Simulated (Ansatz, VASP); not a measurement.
## CuO in VASP and in Ansatz

Contents of INCAR:

```
SYSTEM = CuO
  ALGO = Normal
  EDIFF = 1E-6
  ENCUT = 520
  GGA = PS
  ISIF = 2
  ISMEAR = 0
  LASPH = .True.
  LCHARG = .True.
  LELF = .True.
  LREAL = .False.
  LVHAR = .True.
  LWAVE = .False.
  NBANDS = 25
  NELM = 100
  PREC = Accurate
  SIGMA = 0.1
```

Contents of KPOINTS:

```
k-points
0
Gamma
  6 6 4
  0 0 0
```

File POSCAR:

```
CuO
1.0
    2.9027900792      0.0128346910     -0.0340833917
    0.0522224784      2.8448878033      0.0026072298
   -0.0435563076      0.0226345624      5.2731527454
Cu O
2 2
Direct
    0.5106995731      0.0053434258      0.4983983317
    0.0537874343      0.4780918003     -0.0097061318
   -0.0431909901      0.9791177467      0.2496237619
    1.0253855975      0.0012663399      0.7685903712
```

Input for Ansatz:

```yaml
crystal:
  lattice:
    - [2.9027900792, 0.012834691, -0.0340833917]
    - [0.0522224784, 2.8448878033, 0.0026072298]
    - [-0.0435563076, 0.0226345624, 5.2731527454]
  atoms:
    - { symbol: Cu, position: [0.5106995731, 0.0053434258, 0.4983983317] }
    - { symbol: Cu, position: [0.0537874343, 0.4780918003, -0.0097061318] }
    - { symbol: O, position: [-0.0431909901, 0.9791177467, 0.2496237619] }
    - { symbol: O, position: [1.0253855975, 0.0012663399, 0.7685903712] }
basis:
  ecutwfc: 420
kpoints:
  mp_grid: { grid: [6, 6, 4] }
hamiltonian:
  xc: pbesol
scf:
  occupations: { method: gaussian, width: 0.1 }
output:
  forces: true
  stress: true
  eigenvalues: true
```

Change from the starting cell: kmesh displaced: [6, 6, 4] Gamma-centred.

Alike in both runs: task single point; functional PBEsol; k mesh 6 × 6 × 4; occupations gaussian, width 0.1 eV; no spin polarisation.

|  | VASP | Ansatz |
| --- | --- | --- |
| version | VASP 6.6.1 | Ansatz 0.2.0 |
| potentials or method | VASP PAW PBE potentials, release 64 (Cu, O), cutoff 520 eV | scalar-relativistic, plane waves, PAW |
| valence electrons in the cell | 34 | 50 |

Ansatz gave:

| Item | Value |
| --- | --- |
| gap on the k mesh at the Fermi level (eV) | none |
| pressure (GPa) | -3.4 |
| traceless stress, the component that is largest in VASP (GPa) | 6.25 |
| rms of the force components (eV/Å) | 0.964 |

Question: Estimate VASP's values.

Answer: gap on the k mesh at the Fermi level (eV): none; pressure (GPa): -2.7; traceless stress, the component that is largest in VASP (GPa): 6.30; rms of the force components (eV/Å): 0.991.

VASP's potentials were made for PBE, not for PBEsol. Atom by atom the forces differ by 0.033 eV/Å (rms over components). A gap of «none» marks a metal or a gap that the smearing closes. With one functional, cell and mesh, what is left measures potentials, basis and numerics. VASP's potentials hold 34 valence electrons a cell and Ansatz's 50, so a difference there can come from the potentials and not from the codes.

The k mesh is coarse, so the values compare programs but aren't converged.
